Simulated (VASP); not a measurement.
# SiO in VASP: further runs

Runs on SiO. Level: PBE. Tasks: single point, relaxation of cell and atoms.

Everything below comes from runs of VASP 6.6.1. Logs are shortened: lines on timing, memory, paths and dates and some standing lists are left out, and cuts for length are marked.

### 1 The cell of the first run

Symmetry: P4/mmm, No. 123, tetragonal system. The conventional cell has a = 2.801 Å, b = 2.801 Å, c = 2.845 Å, α = 90.00°, β = 90.00°, γ = 90.00°. Within 3.2 Å of Si (site symmetry 4/mmm) lie 8 O at 2.44 Å and 6 Si at 2.80 to 2.84 Å. Within 3.2 Å of O (site symmetry 4/mmm) lie 8 Si at 2.44 Å and 6 O at 2.80 to 2.84 Å.

The cell was built from a structure type or drawn by symmetry, and may not be a known phase.

### 2 Single point, PBE

The input, INCAR:

```
SYSTEM = SiO
PREC = Accurate
ENCUT = 520
EDIFF = 1E-6
ISMEAR = 0
SIGMA = 0.1
LREAL = .FALSE.
LASPH = .TRUE.
NELM = 80
ALGO = Normal
ISIF = 2
LWAVE = .FALSE.
LCHARG = .FALSE.
GGA = PE
NBANDS = 12
```

The input, KPOINTS:

```
regular mesh
0
G
  6 6 6
  0 0 0
```

The input, POSCAR:

```
SiO
1.0
    2.8005719510      0.0000000000      0.0000000000
    0.0000000000      2.8005719510      0.0000000000
    0.0000000000      0.0000000000      2.8449786274
Si O
1 1
Direct
    0.0000000000      0.0000000000      0.0000000000
    0.5000000000      0.5000000000      0.5000000000
```

Potentials or basis: VASP PAW PBE potentials, release 64 (Si, O).

Started as:

```bash
$ cat potpaw_PBE.64/Si/POTCAR potpaw_PBE.64/O/POTCAR > POTCAR
$ mpirun -np 1 vasp_std > vasp.out
```

OUTCAR:

```text
SYSTEM = SiO
   PREC = Accurate
   ENCUT = 520
   EDIFF = 1E-6
   ISMEAR = 0
   LREAL = .FALSE.
   LASPH = .TRUE.
   NELM = 80
   ISIF = 2
   GGA = PE

 ion  position               nearest neighbor table
   1  0.000  0.000  0.000-   2 2.44   2 2.44   2 2.44   2 2.44   2 2.44   2 2.44   2 2.44   2 2.44

   2  0.500  0.500  0.500-   1 2.44   1 2.44   1 2.44   1 2.44   1 2.44   1 2.44   1 2.44   1 2.44

  LATTYP: Found a simple tetragonal cell.
 ALAT       =     2.8005719510
 C/A-ratio  =     1.0158562884

  Lattice vectors:

 A1 = (   2.8005719510,   0.0000000000,   0.0000000000)
 A2 = (   0.0000000000,   2.8005719510,   0.0000000000)
 A3 = (   0.0000000000,   0.0000000000,   2.8449786274)

Analysis of symmetry for initial positions (statically):
=====================================================================
 Subroutine PRICEL returns:
 Original cell was already a primitive cell.

 Routine SETGRP: Setting up the symmetry group for a
 simple tetragonal supercell.

 Subroutine GETGRP returns: Found 16 space group operations
 (whereof 16 operations were pure point group operations)
 out of a pool of 16 trial point group operations.

The static configuration has the point symmetry D_4h.

Analysis of symmetry for dynamics (positions and initial velocities):
=====================================================================
 Subroutine PRICEL returns:
 Original cell was already a primitive cell.

 Routine SETGRP: Setting up the symmetry group for a
 simple tetragonal supercell.

 Subroutine GETGRP returns: Found 16 space group operations
 (whereof 16 operations were pure point group operations)
 out of a pool of 16 trial point group operations.

The dynamic configuration has the point symmetry D_4h.

 Subroutine INISYM returns: Found 16 space group operations
 (whereof 16 operations are pure point group operations),
 and found     1 'primitive' translations

----------------------------------------------------------------------------------------

                                     Primitive cell

  volume of cell :      22.3137

  direct lattice vectors                    reciprocal lattice vectors
     2.800571951  0.000000000  0.000000000     0.357069919  0.000000000  0.000000000
     0.000000000  2.800571951  0.000000000     0.000000000  0.357069919  0.000000000
     0.000000000  0.000000000  2.844978627     0.000000000  0.000000000  0.351496489

  length of vectors
     2.800571951  2.800571951  2.844978627     0.357069919  0.357069919  0.351496489

  position of ions in fractional coordinates (direct lattice)
     0.000000000  0.000000000  0.000000000
     0.500000000  0.500000000  0.500000000

  ion indices of the primitive-cell ions
   primitive index   ion index
                 1           1
                 2           2

----------------------------------------------------------------------------------------

 KPOINTS: regular mesh

Automatic generation of k-mesh.
 Grid dimensions read from file:
 generate k-points for:    6    6    6

 Generating k-lattice:

  Cartesian coordinates                     Fractional coordinates (reciprocal lattice)
     0.059511653  0.000000000  0.000000000     0.166666667  0.000000000  0.000000000
     0.000000000  0.059511653  0.000000000     0.000000000  0.166666667  0.000000000
     0.000000000  0.000000000  0.058582748     0.000000000  0.000000000  0.166666667

  Length of vectors
     0.059511653  0.059511653  0.058582748

  Shift w.r.t. Gamma in fractional coordinates (k-lattice)
     0.000000000  0.000000000  0.000000000

 Subroutine IBZKPT returns following result:
 ===========================================

 Found     40 irreducible k-points:

 Following reciprocal coordinates:
            Coordinates               Weight
  0.000000  0.000000  0.000000      1.000000
  0.166667  0.000000  0.000000      4.000000
  0.333333  0.000000  0.000000      4.000000
  0.500000  0.000000  0.000000      2.000000
  0.166667  0.166667  0.000000      4.000000
  0.333333  0.166667  0.000000      8.000000
[... 16 lines left out ...]
  0.333333  0.000000  0.333333      8.000000
  0.500000  0.000000  0.333333      4.000000
 [... further k-points ...]
   k-points           NKPTS =     40   k-points in BZ     NKDIM =     40   number of bands    NBANDS=     12
   number of dos      NEDOS =    301   number of ions     NIONS =      2
   total plane-waves  NPLWV =  13824
   dimension x,y,z NGX =    24 NGY =   24 NGZ =   24
   dimension x,y,z NGXF=    48 NGYF=   48 NGZF=   48
   ions per type =               1   1
   NGX,Y,Z   is equivalent  to a cutoff of  14.25, 14.25, 14.02 a.u.
   NGXF,Y,Z  is equivalent  to a cutoff of  28.49, 28.49, 28.05 a.u.
 SYSTEM =  SiO
   PREC   = accura    normal or accurate (medium, high low for compatibility)
   ISTART =      0    job   : 0-new  1-cont  2-samecut
   ICHARG =      2    charge: 1-file 2-atom 10-const
   ISPIN  =      1    spin polarized calculation?
   LNONCOLLINEAR =      F non collinear calculations
   LSORBIT =      F    spin-orbit coupling
   LASPH  =      T    aspherical Exc in radial PAW
   ENCUT  =  520.0 eV  38.22 Ry    6.18 a.u.   5.21  5.21  5.29*2*pi/ulx,y,z
   NELM   =     80;   NELMIN=  2; NELMDL= -5     # of ELM steps
   EDIFF  = 0.1E-05   stopping-criterion for ELM
   LREAL  =      F    real-space projection
   EDIFFG = 0.1E-04   stopping-criterion for IOM
   NSW    =      0    number of steps for IOM
   IBRION =     -1    ionic relax: 0-MD 1-quasi-New 2-CG
   NFREE  =      0    steps in history (QN), initial steepest desc. (CG)
   ISIF   =      2    stress and relaxation
   ISYM   =      2    0-nonsym 1-usesym 2-fastsym
   POTIM  = 0.5000    time-step for ionic-motion
   TEBEG  =    0.0;   TEEND  =   0.0 temperature during run
   PSTRESS=    0.0 pullay stress
   NELECT =      10.0000    total number of electrons
   NUPDOWN=      -1.0000    fix difference up-down
   EMIN   =  10.00;   EMAX   =-10.00  energy-range for DOS
   EFERMI =   0.00;   METHOD = LEGACY
   ISMEAR =     0;   SIGMA  =   0.10  broadening in eV -4-tet -1-fermi 0-gaus
   EFERMI_NEDOS =   21; number of points for ismear=-14 and -15
   IALGO  =     38    algorithm
   IMIX   =      4    mixing-type and parameters
     AMIX     =   0.40;   BMIX     =  1.00
     AMIX_MAG =   1.60;   BMIX_MAG =  1.00
  volume/ion in A,a.u.               =      11.16        75.29
  Fermi-wavevector in a.u.,A,eV,Ry     =   1.252807  2.367461 21.354673  1.569524
  Thomas-Fermi vector in A             =   2.386689
   LORBIT       =      0    0 simple, 1 ext, 2 COOP (PROOUT), +10 PAW based schemes
   GGA     = PE    functional components
   LHFCALC =     F    Hartree Fock is set to
   AEXX    =    0.0000 exact exchange contribution
   IVDW    =     0    specifies the selected vdW correction
   LEPSILON=     F    determine dielectric tensor
   LRPA    =     F    only Hartree local field effects (RPA)
 non-spin polarized calculation
 Gauss-broadening in eV      SIGMA  =   0.10
  energy-cutoff  :      520.00
  volume of cell :       22.31
 maximum number of plane-waves:       624
 NGX is ok and might be reduce to    24
   NGX = 11   NGY = 11   NGZ = 11

 number of electron      10.0000006 magnetization

 Free energy of the ion-electron system (eV)
  ---------------------------------------------------
  ext. energy  EPLUGINS =         0.00000000
  ---------------------------------------------------
  free energy    TOTEN  =       -10.37092536 eV

  energy without entropy =      -10.36862851  energy(sigma->0) =      -10.36977694

 E-fermi :   7.9079     XC(G=0): -11.4032

 val. band max:        7.8415599986   @ k =   0.1667   0.0000   0.5000
 cond. band min:       7.9218926617   @ k =   0.5000   0.1667   0.0000
 fundamental gap:      0.0803326630
 Fermi energy:         7.9078634968

 k-point     1 :       0.0000    0.0000    0.0000
  band No.  band energies     occupation
      1     -11.7931      2.00000
      2       0.9980      2.00000
      3       4.6012      2.00000
      4       4.8287      2.00000
      5       4.8287      2.00000
      6      13.8579      0.00000
      7      14.0244      0.00000
      8      15.8328      0.00000
      9      16.1069      0.00000
     10      16.1069      0.00000
     11      26.9010      0.00000
     12      26.9010      0.00000

 k-point     2 :       0.1667    0.0000    0.0000
  band No.  band energies     occupation
      1     -11.5413      2.00000
      2       0.1417      2.00000
      3       4.7890      2.00000
      4       5.0048      2.00000
      5       5.0191      2.00000
      6      12.5174      0.00000
      7      14.3378      0.00000
      8      15.5289      0.00000
      9      15.8546      0.00000
     10      18.4697      0.00000
     11      25.6042      0.00000
     12      25.9216      0.00000

 k-point     3 :       0.3333    0.0000    0.0000
  band No.  band energies     occupation
      1     -10.9558      2.00000
      2      -1.5529      2.00000
      3       5.2067      2.00000
      4       5.3927      2.00000
      5       5.8970      2.00000
      6      10.3506      0.00000
      7      14.8052      0.00000
      8      15.2400      0.00000
      9      15.5124      0.00000
     10      22.5060      0.00000
     11      23.9927      0.00000
     12      24.1911      0.00000
[... 286 lines left out ...]
 k-point    23 :       0.3333    0.0000    0.3333
  band No.  band energies     occupation
      1     -10.3409      2.00000
      2      -0.6586      2.00000
      3       1.6066      2.00000
      4       5.8002      2.00000
      5       6.3272      2.00000
      6      10.0056      0.00000
      7      12.1587      0.00000
      8      15.9184      0.00000
      9      18.8744      0.00000
     10      20.5983      0.00000
     11      22.1963      0.00000
     12      24.2795      0.00000

 k-point    24 :       0.5000    0.0000    0.3333
  band No.  band energies     occupation
      1     -10.0831      2.00000
      2      -0.6178      2.00000
      3       1.6319      2.00000
      4       4.8521      2.00000
      5       5.9584      2.00000
      6      10.7036      0.00000
      7      12.0411      0.00000
      8      16.2403      0.00000
      9      17.7969      0.00000
     10      21.4460      0.00000
     11      21.7971      0.00000
     12      22.9754      0.00000

 [... further k-points ...]
[... 5 lines left out ...]
  --------------------------------------------------------------------------------------
  -------------------------------------------------------------------------------------
  Total        0.0100242      0.0100242      0.0051733      0.0000000     -0.0000000      0.0000000
  in kB        0.7197631      0.7197631      0.3714555      0.0000000     -0.0000000      0.0000000
  external PRESSURE =       0.6036606 kB  Pullay stress =       0.0000000 kB

 VOLUME and BASIS-vectors are now :
 -----------------------------------------------------------------------------
  energy-cutoff  :      520.00
  volume of cell :       22.31
      direct lattice vectors                 reciprocal lattice vectors
     2.800571951  0.000000000  0.000000000     0.357069919  0.000000000  0.000000000
     0.000000000  2.800571951  0.000000000     0.000000000  0.357069919  0.000000000
     0.000000000  0.000000000  2.844978627     0.000000000  0.000000000  0.351496489

 POSITION                                       TOTAL-FORCE (eV/Angst)
 -----------------------------------------------------------------------------------
      0.00000      0.00000      0.00000         0.000000      0.000000      0.000000
      1.40029      1.40029      1.42249         0.000000      0.000000      0.000000
 -----------------------------------------------------------------------------------
    total drift:                                0.000000      0.000000     -0.000000

  FREE ENERGIE OF THE ION-ELECTRON SYSTEM (eV)
  ---------------------------------------------------
  free  energy   TOTEN  =       -10.3709253608 eV

  energy  without entropy=      -10.3686285132  energy(sigma->0) =      -10.36977694
```

It took 12 s on 1 thread of Intel Xeon 8259CL, shared host; peak memory 0.13 GiB.

What came out:

```
Free energy            : -10.3709 eV
Pressure               : 0.1 GPa
Band gap on the k mesh : zero (bands 5 and 6 overlap by 0.83 eV)
```

Caveat: the k points lie up to 0.37 Å⁻¹ apart, too coarse for converged energies and pressures of a metal.

### 3 Single point, PBE, collinear spin, ferromagnetic start

The input, INCAR:

```
SYSTEM = SiO
PREC = Accurate
ENCUT = 520
EDIFF = 1E-6
ISMEAR = 0
SIGMA = 0.1
LREAL = .FALSE.
LASPH = .TRUE.
NELM = 150
ALGO = Normal
ISIF = 2
LWAVE = .FALSE.
LCHARG = .TRUE.
ISPIN = 2
MAGMOM = 0 1
LORBIT = 11
GGA = PE
LELF = .TRUE.
LVHAR = .TRUE.
NBANDS = 16
```

KPOINTS is that of step 2.

The input, POSCAR:

```
SiO
1.0
    2.8153741764      0.0000000000      0.0000000000
    0.0000000000      2.8153741764      0.0000000000
    0.0000000000      0.0000000000      2.8153741764
Si O
1 1
Direct
    0.0000000000      0.0000000000      0.0000000000
    0.5000000000      0.5000000000      0.5000000000
```

Potentials or basis: VASP PAW PBE potentials, release 64 (Si, O).

Started as:

```bash
$ cat potpaw_PBE.64/Si/POTCAR potpaw_PBE.64/O/POTCAR > POTCAR
$ mpirun -np 1 vasp_std > vasp.out
```

It took 25 s on 1 thread of Intel Xeon 8259CL, shared host; peak memory 0.14 GiB.

The run converged. Its results:

```yaml
Free_energy: -10.3708 eV
Pressure: 0.1 GPa
Band_gap_on_the_k_mesh: zero (filled and empty bands overlap)
Net_moment: 0.00 μB per cell
Valence_electrons_inside_the_program's_atomic_spheres: Si 1.43; O 4.88
```

Levels at points of the mesh, in eV from the Fermi level:
Spin up:
```
           k point  band 3  band 4  band 5  band 6  band 7  band 8
(0.00, 0.00, 0.00)   -3.14   -3.14   -3.14    6.05    6.05    8.12
(0.50, 0.00, 0.00)   -2.35   -2.35   -0.96    1.03    6.77    6.77
(0.50, 0.50, 0.00)   -6.99   -5.15   -1.84    4.00    4.00    8.38
(0.50, 0.50, 0.50)   -4.82   -4.82   -0.89   -0.73   -0.73   -0.73
```
Spin down:
```tsv
k point	band 2	band 3	band 4	band 5	band 6	band 7	band 8	band 9
(0.00, 0.00, 0.00)	-6.89	-3.14	-3.14	-3.14	6.05	6.05	8.12	8.12
(0.50, 0.00, 0.00)	-10.34	-2.35	-2.35	-0.96	1.03	6.77	6.77	8.52
(0.50, 0.50, 0.00)	-6.99	-6.99	-5.15	-1.84	4.00	4.00	8.38	9.05
(0.50, 0.50, 0.50)	-4.82	-4.82	-4.82	-0.89	-0.73	-0.73	-0.73	12.74
```

Caveat: the k points lie up to 0.37 Å⁻¹ apart, too coarse for converged energies and pressures of a metal.

### 4 Single point, PBE

This run uses another cell than the first one, of 11.06 Å³/atom.

The input, INCAR:

```
PREC = Accurate ; ENCUT = 520
EDIFF = 1E-6 ; ISMEAR = 0
SIGMA = 0.1 ; LREAL = F
LASPH = T ; NELM = 100
ALGO = Normal ; ISIF = 2
LWAVE = F ; LCHARG = T
GGA = PE ; LELF = T
LVHAR = T ; NBANDS = 12
```

The input, KPOINTS:

```
regular mesh
0
Gamma
  20 20 20
```

The input, POSCAR:

```
SiO
1.0
    2.8069738492      0.0000000000      0.0000000000
    0.0000000000      2.8069738492      0.0000000000
    0.0000000000      0.0000000000      2.8069738492
Si O
1 1
Direct
    0.0000000000      0.0000000000      0.0000000000
    0.5000000000      0.5000000000      0.5000000000
```

Started as:

```bash
$ cat potpaw_PBE.64/Si/POTCAR potpaw_PBE.64/O/POTCAR > POTCAR
$ mpirun -np 1 vasp_std > vasp.out
```

It took 66 s on 1 thread of Intel Xeon 8259CL, shared host; peak memory 0.19 GiB.

Results (log left out):

```yaml
Free_energy: -10.3848 eV
Pressure: -0.1 GPa
Band_gap_on_the_k_mesh: zero (bands 5 and 6 overlap by 1.17 eV)
```

Levels at points of the mesh, in eV from the Fermi level:
```tsv
k point	band 3	band 4	band 5	band 6	band 7	band 8
(0.00, 0.00, 0.00)	-3.20	-3.20	-3.20	6.04	6.04	8.21
(0.50, 0.00, 0.00)	-2.41	-2.41	-0.94	1.05	6.83	6.83
(0.50, 0.50, 0.00)	-7.07	-5.13	-1.90	4.03	4.03	8.41
(0.50, 0.50, 0.50)	-4.90	-4.90	-0.80	-0.73	-0.73	-0.73
```

### 5 Relaxation of cell and atoms, PBE

The input, INCAR:

```
SYSTEM = SiO
PREC = Accurate
ENCUT = 600
EDIFF = 1E-6
ISMEAR = 0
SIGMA = 0.1
LREAL = .False.
LASPH = .True.
NELM = 100
ALGO = Normal
ISIF = 3
LWAVE = .False.
LCHARG = .False.
GGA = PE
IBRION = 2
NSW = 100
EDIFFG = -0.01
```

The input, KPOINTS:

```
Automatic mesh
0
Gamma
  20 20 20
  0 0 0
```

The input, POSCAR:

```
SiO
1.0
    2.8153741764      0.0000000000      0.0000000000
    0.0000000000      2.8153741764      0.0000000000
    0.0000000000      0.0000000000      2.8153741764
Si O
1 1
Direct
    0.0000000000      0.0000000000      0.0000000000
    0.5000000000      0.5000000000      0.5000000000
```

Started as:

```bash
$ cat potpaw_PBE.64/Si/POTCAR potpaw_PBE.64/O/POTCAR > POTCAR
$ mpirun -np 1 vasp_std > vasp.out
```

Wall time 1.7 min (1 thread of Intel Xeon 8259CL, shared host); peak memory 0.2 GiB.

Results (log left out):

* Free energy: -10.3867 eV
* Relaxed volume: 11.04 Å³/atom
* Relaxed cell: a = 2.806 Å, b = 2.806 Å, c = 2.806 Å, α = 90.00°, β = 90.00°, γ = 90.00°
* Space group after relaxing (to 0.1 Å): Pm-3m (No. 221)
* Energy gained by relaxing: 0.5 meV/atom
* Ionic steps: 3
* Pressure after relaxing: 0.0 GPa
* Band gap on the k mesh: zero (bands 5 and 6 overlap by 1.18 eV)

The path:
```tsv
step	energy change (eV)	largest force (eV/Å)	pressure (GPa)	volume (Å³)
1	0.0000	0.0000	-1.25	22.32
2	-0.0009	0.0000	0.32	22.04
3	-0.0009	0.0000	0.00	22.09
```

Final structure:
```
Si O
1.0
     2.80572    0.00000    0.00000
     0.00000    2.80572    0.00000
     0.00000    0.00000    2.80572
Si O
1 1
Direct
  0.00000 0.00000 0.00000
  0.50000 0.50000 0.50000
```

Levels at points of the mesh, in eV from the Fermi level:
| k point | band 2 | band 3 | band 4 | band 5 | band 6 | band 7 | band 8 | band 9 |
| --- | --- | --- | --- | --- | --- | --- | --- | --- |
| (0.00, 0.00, 0.00) | -6.86 | -3.20 | -3.20 | -3.20 | 6.04 | 6.04 | 8.22 | 8.22 |
| (0.50, 0.00, 0.00) | -10.42 | -2.41 | -2.41 | -0.94 | 1.05 | 6.84 | 6.84 | 8.54 |
| (0.50, 0.50, 0.00) | -7.08 | -7.08 | -5.14 | -1.90 | 4.03 | 4.03 | 8.42 | 9.17 |
| (0.50, 0.50, 0.50) | -4.91 | -4.91 | -4.91 | -0.79 | -0.74 | -0.74 | -0.74 | 12.81 |

### 6 Summary

```csv
task,spin,cell,k mesh,cutoff (eV),gap on the mesh (eV),pressure (GPa)
single point,off,"a = 2.801, b = 2.801, c = 2.845 Å, 2 atoms",6 × 6 × 6,520,none,0.1
single point,"collinear, ferromagnetic start","a = 2.815 Å, 2 atoms",6 × 6 × 6,520,none,0.1
single point,off,"a = 2.807 Å, 2 atoms",20 × 20 × 20,520,none,-0.1
relaxation of cell and atoms,off,"relaxed from a = 2.815 Å, 2 atoms",20 × 20 × 20,600,none,0.0
```

Alike in all rows: level PBE; potentials or basis VASP PAW PBE potentials, release 64 (Si, O); smearing gaussian 0.1 eV.

Caveats: some runs use coarse meshes.

Total energies depend on the potentials used, so only differences within one code and one set of settings carry meaning.
